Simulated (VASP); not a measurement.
# Ni (P6_3/mmc) in VASP: settings compared, part 3 of 3

VASP 6.6.1. The steps go on from the part before.

### Step 5. Single point, RPBE, collinear spin, ferromagnetic start

This run uses another cell than the first one, of 11.26 Å³/atom.

The input, INCAR:

```
  PREC = Accurate
  ENCUT = 520
  EDIFF = 1E-7
  ISMEAR = -1
  SIGMA = 0.05
  LREAL = False
  LASPH = True
  NELM = 150
  ALGO = Fast
  ISIF = 2
  LWAVE = False
  LCHARG = True
  ISPIN = 2
  MAGMOM = 1 1
  LORBIT = 11
  LMAXMIX = 4
  GGA = RP
  LELF = True
  LVHAR = True
  NBANDS = 21
```

The input, KPOINTS:

```
regular mesh
0
Gamma
  12 12 7
```

The input, POSCAR:

```
Ni
1.0
    2.5132446848      0.0000000000      0.0000000000
   -1.2566223424      2.1765337430      0.0000000000
    0.0000000000      0.0000000000      4.1162340324
Ni
2
Direct
    0.6666666667      0.3333333333      0.7500000000
    0.3333333333      0.6666666667      0.2500000000
```

Potentials or basis: VASP PAW PBE potentials, release 64 (Ni).

On the command line:

```
$ cat potpaw_PBE.64/Ni/POTCAR > POTCAR
$ mpirun -np 1 vasp_std > vasp.out
```

OUTCAR:

```text
PREC = Accurate
   ENCUT = 520
   EDIFF = 1E-7
   ISMEAR = -1
   LREAL = False
   LASPH = True
   NELM = 150
   ISIF = 2
   ISPIN = 2
   LORBIT = 11
   GGA = RP

 ion  position               nearest neighbor table
   1  0.667  0.333  0.750-   2 2.52   2 2.52   2 2.52   2 2.52   2 2.52   2 2.52
   2  0.333  0.667  0.250-   1 2.52   1 2.52   1 2.52   1 2.52   1 2.52   1 2.52

  LATTYP: Found a hexagonal cell.
 ALAT       =     2.5132446848
 C/A-ratio  =     1.6378166668

  Lattice vectors:

 A1 = (   2.5132446848,   0.0000000000,   0.0000000000)
 A2 = (  -1.2566223424,   2.1765337430,   0.0000000000)
 A3 = (   0.0000000000,   0.0000000000,   4.1162340324)

Analysis of symmetry for initial positions (statically):
=====================================================================
 Subroutine PRICEL returns:
 Original cell was already a primitive cell.

 Routine SETGRP: Setting up the symmetry group for a
 hexagonal supercell.

 Subroutine GETGRP returns: Found 24 space group operations
 (whereof 12 operations were pure point group operations)
 out of a pool of 24 trial point group operations.

The static configuration has the point symmetry D_3d.
 The point group associated with its full space group is D_6h.

Analysis of symmetry for dynamics (positions and initial velocities):
=====================================================================
 Subroutine PRICEL returns:
 Original cell was already a primitive cell.

 Routine SETGRP: Setting up the symmetry group for a
 hexagonal supercell.

 Subroutine GETGRP returns: Found 24 space group operations
 (whereof 12 operations were pure point group operations)
 out of a pool of 24 trial point group operations.

The dynamic configuration has the point symmetry D_3d.
 The point group associated with its full space group is D_6h.

Analysis of structural, dynamic, and magnetic symmetry:
=====================================================================
 Subroutine PRICEL returns:
 Original cell was already a primitive cell.

 Routine SETGRP: Setting up the symmetry group for a
 hexagonal supercell.

 Subroutine GETGRP returns: Found 24 space group operations
 (whereof 12 operations were pure point group operations)
 out of a pool of 24 trial point group operations.

The overall configuration has the point symmetry D_3d.
 The point group associated with its full space group is D_6h.

 Subroutine INISYM returns: Found 24 space group operations
 (whereof 12 operations are pure point group operations),
 and found     1 'primitive' translations

----------------------------------------------------------------------------------------

                                     Primitive cell

  volume of cell :      22.5165

  direct lattice vectors                    reciprocal lattice vectors
     2.513244685  0.000000000  0.000000000     0.397892018  0.229723064  0.000000000
    -1.256622342  2.176533743  0.000000000     0.000000000  0.459446128  0.000000000
     0.000000000  0.000000000  4.116234032     0.000000000  0.000000000  0.242940511

  length of vectors
     2.513244685  2.513244685  4.116234032     0.459446128  0.459446128  0.242940511

  position of ions in fractional coordinates (direct lattice)
     0.666666667  0.333333333  0.750000000
     0.333333333  0.666666667  0.250000000

  ion indices of the primitive-cell ions
[... 69 lines left out ...]
   ISPIN  =      2    spin polarized calculation?
   LNONCOLLINEAR =      F non collinear calculations
   LSORBIT =      F    spin-orbit coupling
   LASPH  =      T    aspherical Exc in radial PAW
   ENCUT  =  520.0 eV  38.22 Ry    6.18 a.u.   4.67  4.67  7.65*2*pi/ulx,y,z
   NELM   =    150;   NELMIN=  2; NELMDL= -5     # of ELM steps
   EDIFF  = 0.1E-06   stopping-criterion for ELM
   LREAL  =      F    real-space projection
   EDIFFG = 0.1E-05   stopping-criterion for IOM
   NSW    =      0    number of steps for IOM
   IBRION =     -1    ionic relax: 0-MD 1-quasi-New 2-CG
   NFREE  =      0    steps in history (QN), initial steepest desc. (CG)
   ISIF   =      2    stress and relaxation
   ISYM   =      2    0-nonsym 1-usesym 2-fastsym
   POTIM  = 0.5000    time-step for ionic-motion
   TEBEG  =    0.0;   TEEND  =   0.0 temperature during run
   PSTRESS=    0.0 pullay stress
   NELECT =      20.0000    total number of electrons
   NUPDOWN=      -1.0000    fix difference up-down
   EMIN   =  10.00;   EMAX   =-10.00  energy-range for DOS
   EFERMI =   0.00;   METHOD = LEGACY
   ISMEAR =    -1;   SIGMA  =   0.05  broadening in eV -4-tet -1-fermi 0-gaus
   EFERMI_NEDOS =   21; number of points for ismear=-14 and -15
   IALGO  =     68    algorithm
   IMIX   =      4    mixing-type and parameters
     AMIX     =   0.40;   BMIX     =  1.00
     AMIX_MAG =   1.60;   BMIX_MAG =  1.00
  volume/ion in A,a.u.               =      11.26        75.97
  Fermi-wavevector in a.u.,A,eV,Ry     =   1.573686  2.973835 33.694660  2.476488
  Thomas-Fermi vector in A             =   2.674933
   LORBIT       =     11    0 simple, 1 ext, 2 COOP (PROOUT), +10 PAW based schemes
   GGA     = RP    functional components
   LHFCALC =     F    Hartree Fock is set to
   AEXX    =    0.0000 exact exchange contribution
   IVDW    =     0    specifies the selected vdW correction
   LEPSILON=     F    determine dielectric tensor
   LRPA    =     F    only Hartree local field effects (RPA)
 spin polarized calculation
 RMM-DIIS sequential band-by-band and
  energy-cutoff  :      520.00
  volume of cell :       22.52
 maximum number of plane-waves:       618
 NGX is ok and might be reduce to    20
   NGX =  9   NGY =  9   NGZ = 15

 number of electron      20.0000014 magnetization       1.3314717

 Free energy of the ion-electron system (eV)
  ---------------------------------------------------
  ext. energy  EPLUGINS =         0.00000000
  ---------------------------------------------------
  free energy    TOTEN  =        -9.87112901 eV

  energy without entropy =       -9.83408094  energy(sigma->0) =       -9.85260498

 E-fermi :   9.0866     XC(G=0): -12.9300

 val. band max:        9.0853384209   @ k =   0.3333   0.0833   0.1429
 cond. band min:       9.0870066115   @ k =   0.3333   0.0833   0.4286
 fundamental gap:      0.0016681906
 Fermi energy:         9.0866002531

 spin component 1

 k-point     1 :       0.0000    0.0000    0.0000
  band No.  band energies     occupation
      1       0.2947      1.00000
      2       4.4062      1.00000
      3       6.6912      1.00000
      4       6.7817      1.00000
      5       6.7817      1.00000
      6       7.0326      1.00000
[... 565 lines left out ...]
     20      33.0085      0.00000
     21      36.5397      0.00000

 [... further k-points ...]

 spin component 2

 k-point     1 :       0.0000    0.0000    0.0000
  band No.  band energies     occupation
      1       0.2318      1.00000
      2       4.8349      1.00000
      3       7.4577      1.00000
      4       7.5138      1.00000
      5       7.5138      1.00000
      6       7.7853      1.00000
[... 565 lines left out ...]
     20      33.0789      0.00000
     21      36.5643      0.00000

 [... further k-points ...]

------------------------ aborting loop because EDIFF is reached ----------------------------------------

  FORCE on cell =-STRESS in cart. coord.  units (eV):
  Direction    XX          YY          ZZ          XY          YZ          ZX
  --------------------------------------------------------------------------------------
  -------------------------------------------------------------------------------------
  Total        0.0221451      0.0221451      0.0160859     -0.0000000     -0.0000000      0.0000000
  in kB        1.5757511      1.5757511      1.1446078     -0.0000000     -0.0000000      0.0000000
  external PRESSURE =       1.4320367 kB  Pullay stress =       0.0000000 kB

 VOLUME and BASIS-vectors are now :
 -----------------------------------------------------------------------------
  energy-cutoff  :      520.00
  volume of cell :       22.52
      direct lattice vectors                 reciprocal lattice vectors
     2.513244685  0.000000000  0.000000000     0.397892018  0.229723064  0.000000000
    -1.256622342  2.176533743  0.000000000     0.000000000  0.459446128  0.000000000
     0.000000000  0.000000000  4.116234032     0.000000000  0.000000000  0.242940511

 POSITION                                       TOTAL-FORCE (eV/Angst)
 -----------------------------------------------------------------------------------
      1.25662      0.72551      3.08718         0.000000     -0.000000      0.000000
     -0.00000      1.45102      1.02906        -0.000000      0.000000     -0.000000
 -----------------------------------------------------------------------------------
    total drift:                               -0.000000      0.000000     -0.000000

  FREE ENERGIE OF THE ION-ELECTRON SYSTEM (eV)
  ---------------------------------------------------
  free  energy   TOTEN  =        -9.8711290139 eV

  energy  without entropy=       -9.8340809384  energy(sigma->0) =       -9.85260498

 total charge

# of ion       s       p       d       tot
------------------------------------------
    1        0.481   0.467   8.296   9.244
    2        0.481   0.467   8.296   9.244
--------------------------------------------------
tot          0.962   0.935  16.592  18.489

 magnetization (x)

# of ion       s       p       d       tot
------------------------------------------
    1       -0.005  -0.027   0.714   0.682
    2       -0.005  -0.027   0.714   0.682
--------------------------------------------------
tot         -0.010  -0.053   1.428   1.364
```

OSZICAR:

```text
N       E                     dE             d eps       ncg     rms          rms(c)
DAV:   1     0.998188085026E+02    0.99819E+02   -0.91546E+03  6792   0.138E+03
DAV:   2    -0.591478495095E+01   -0.10573E+03   -0.97547E+02  6484   0.235E+02
DAV:   3    -0.116520528563E+02   -0.57373E+01   -0.54998E+01  7356   0.628E+01
DAV:   4    -0.117206077861E+02   -0.68555E-01   -0.68506E-01  7370   0.655E+00
DAV:   5    -0.117224274477E+02   -0.18197E-02   -0.18196E-02  7439   0.107E+00    0.132E+01
RMM:   6    -0.105274596216E+02    0.11950E+01   -0.68183E+00  7711   0.281E+01    0.944E+00
RMM:   7    -0.990543596948E+01    0.62202E+00   -0.10812E+00  7590   0.114E+01    0.291E+00
RMM:   8    -0.987533565397E+01    0.30100E-01   -0.14616E-02  8824   0.905E-01    0.134E+00
RMM:   9    -0.987191134846E+01    0.34243E-02   -0.25039E-03  8763   0.380E-01    0.334E-01
RMM:  10    -0.987113448442E+01    0.77686E-03   -0.56118E-04  8017   0.239E-01    0.656E-02
RMM:  11    -0.987112763188E+01    0.68525E-05   -0.19559E-04  9129   0.850E-02    0.304E-02
RMM:  12    -0.987112685712E+01    0.77476E-06   -0.35601E-05  8971   0.428E-02    0.182E-02
RMM:  13    -0.987112941896E+01   -0.25618E-05   -0.90533E-06  9068   0.188E-02    0.968E-03
RMM:  14    -0.987112910837E+01    0.31059E-06   -0.15118E-06  9090   0.978E-03    0.219E-03
RMM:  15    -0.987112901388E+01    0.94487E-07   -0.49708E-07  6700   0.458E-03
   1 F= -.98711290E+01 E0= -.98526050E+01  d E =-.370481E-01  mag=     1.3315
```

Run time: 38 s. Hardware: 1 thread of AMD EPYC 9R45 (Zen 5), shared host; peak memory 0.14 GiB.

What came out:

```yaml
Free_energy: -9.8711 eV
Pressure: 0.1 GPa
Net_moment: 1.33 μB per cell
Site_moments: Ni +0.68 μB
Valence_electrons_inside_the_program's_atomic_spheres: Ni 9.24
```

Levels at points of the mesh, in eV from the Fermi level:
Spin up:
| k point | band 9 | band 10 | band 11 | band 12 | band 13 | band 14 |
| --- | --- | --- | --- | --- | --- | --- |
| (0.00, 0.00, 0.00) | -1.67 | -0.78 | -0.78 | -0.29 | 5.37 | 22.24 |
| (0.50, 0.00, 0.00) | -0.61 | -0.57 | 1.07 | 2.88 | 9.09 | 9.61 |
Spin down:
```csv
k point,band 7,band 8,band 9,band 10,band 11,band 12,band 13,band 14
"(0.00, 0.00, 0.00)",-1.30,-0.95,-0.95,-0.38,-0.01,-0.01,5.79,22.06
"(0.50, 0.00, 0.00)",-1.29,0.14,0.17,0.27,1.56,3.27,9.18,9.70
```

Caveat: the PAW data sets were made with another functional, which shifts forces and pressure a little.

### Step 6. Relaxation of cell and atoms, RPBE, collinear spin, ferromagnetic start

The input, INCAR:

```
SYSTEM = Ni
PREC = Accurate ; ENCUT = 600
EDIFF = 1E-6 ; ISMEAR = -1
SIGMA = 0.05 ; LREAL = .False.
LASPH = .True. ; NELM = 150
ALGO = Fast ; ISIF = 3
LWAVE = .False. ; LCHARG = .False.
ISPIN = 2 ; MAGMOM = 1 1
LORBIT = 11 ; LMAXMIX = 4
GGA = RP ; IBRION = 2
NSW = 60 ; EDIFFG = -0.01
```

The input, KPOINTS:

```
regular mesh
0
Gamma
  12 12 7
  0 0 0
```

The input, POSCAR:

```
Ni
1.0
    2.4480228978      0.0000000000      0.0000000000
   -1.2240114489      2.1200500186      0.0000000000
    0.0000000000      0.0000000000      4.0728075700
Ni
2
Direct
    0.6666666667      0.3333333333      0.7500000000
    0.3333333333      0.6666666667      0.2500000000
```

Potentials or basis: VASP PAW PBE potentials, release 64 (Ni).

On the command line:

```
$ cat potpaw_PBE.64/Ni/POTCAR > POTCAR
$ mpirun -np 1 vasp_std > vasp.out
```

Run time: 3.4 min. Hardware: 1 thread of AMD EPYC 9R45 (Zen 5), shared host; peak memory 0.15 GiB.

Results (log left out):

```yaml
Free_energy: -9.8695 eV
Relaxed_volume: 11.26 Å³/atom
Relaxed_cell: a = 2.514 Å, b = 2.514 Å, c = 4.115 Å, α = 90.00°, β = 90.00°, γ = 120.00°
Space_group_after_relaxing_to_0.1_Å: P6_3/mmc (No. 194)
Energy_gained_by_relaxing: 27.8 meV/atom
Ionic_steps: 13
Pressure_after_relaxing: 0.1 GPa
Net_moment: 1.33 μB per cell
Site_moments: Ni +0.68 μB
Valence_electrons_inside_the_program's_atomic_spheres: Ni 9.24
```

The path:
| step | energy change (eV) | largest force (eV/Å) | pressure (GPa) | volume (Å³) |
| --- | --- | --- | --- | --- |
| 1 | 0.0000 | 0.0000 | 13.04 | 21.14 |
| 2 | -0.0164 | 0.0000 | -8.56 | 23.88 |
| 3 | -0.0548 | 0.0000 | 0.17 | 22.55 |
| 4 | -0.0547 | 0.0000 | -0.58 | 22.59 |
| 5 | -0.0554 | 0.0000 | 0.33 | 22.47 |
| 6 | -0.0554 | 0.0000 | 0.65 | 22.44 |
| 7 | -0.0554 | 0.0000 | 0.54 | 22.46 |
| 8 | -0.0556 | 0.0000 | 0.01 | 22.53 |
| 9 | -0.0556 | 0.0000 | 0.12 | 22.52 |
| 10 | -0.0556 | 0.0000 | 0.04 | 22.51 |
| 11 | -0.0555 | 0.0000 | 0.36 | 22.49 |
| 12 | -0.0556 | 0.0000 | 0.14 | 22.51 |
| 13 | -0.0556 | 0.0000 | 0.09 | 22.51 |

Final structure:
```
Ni
1.0
     2.51357    0.00000    0.00000
    -1.25679    2.17682    0.00000
     0.00000    0.00000    4.11458
Ni
2
Direct
  0.66667 0.33333 0.75000
  0.33333 0.66667 0.25000
```

Levels at points of the mesh, in eV from the Fermi level:
Spin up:
| k point | band 9 | band 10 | band 11 | band 12 | band 13 | band 14 |
| --- | --- | --- | --- | --- | --- | --- |
| (0.00, 0.00, 0.00) | -1.67 | -0.78 | -0.78 | -0.28 | 5.38 | 22.24 |
| (0.50, 0.00, 0.00) | -0.61 | -0.57 | 1.07 | 2.88 | 9.10 | 9.61 |
Spin down:
| k point | band 8 | band 9 | band 10 | band 11 | band 12 | band 13 |
| --- | --- | --- | --- | --- | --- | --- |
| (0.00, 0.00, 0.00) | -0.95 | -0.95 | -0.38 | -0.01 | -0.01 | 5.80 |
| (0.50, 0.00, 0.00) | 0.14 | 0.17 | 0.27 | 1.56 | 3.27 | 9.19 |

Caveat: the PAW data sets were made with another functional, which shifts forces and pressure a little.

### Step 7. The runs side by side

| task | level | potentials or basis | cell | cutoff (eV) | gap on the mesh (eV) | pressure (GPa) | moment (μB) |
| --- | --- | --- | --- | --- | --- | --- | --- |
| single point | PBE | VASP PAW PBE potentials, release 64 (Ni) | a = 2.448, b = 2.448, c = 4.073 Å, angles 90.0, 90.0, 120.0°, 2 atoms | 520 | none | 7.0 | 1.27 |
| single point | LDA | VASP PAW LDA potentials, release 64 (Ni) | a = 2.448, b = 2.448, c = 4.073 Å, angles 90.0, 90.0, 120.0°, 2 atoms | 520 | none | -11.0 | 1.17 |
| single point | revPBE | VASP PAW PBE potentials, release 64 (Ni) | a = 2.448, b = 2.448, c = 4.073 Å, angles 90.0, 90.0, 120.0°, 2 atoms | 520 | none | 11.3 | 1.28 |
| single point | RPBE | VASP PAW PBE potentials, release 64 (Ni) | a = 2.513, b = 2.513, c = 4.116 Å, angles 90.0, 90.0, 120.0°, 2 atoms | 520 | none | 0.1 | 1.33 |
| relaxation of cell and atoms | RPBE | VASP PAW PBE potentials, release 64 (Ni) | relaxed from a = 2.448, b = 2.448, c = 4.073 Å, angles 90.0, 90.0, 120.0°, 2 atoms | 600 | none | 0.1 | 1.33 |

Alike in all rows: spin collinear, ferromagnetic start; k mesh 12 × 12 × 7; smearing fermi-dirac 0.05 eV.

Caveats: the PAW data sets were made with another functional, which shifts forces and pressure a little (at least some runs); the cell stands under pressure (at least some runs); the cell stands under tension (at least some runs).

Total energies depend on the potentials used, so only differences within one code and one set of settings carry meaning.
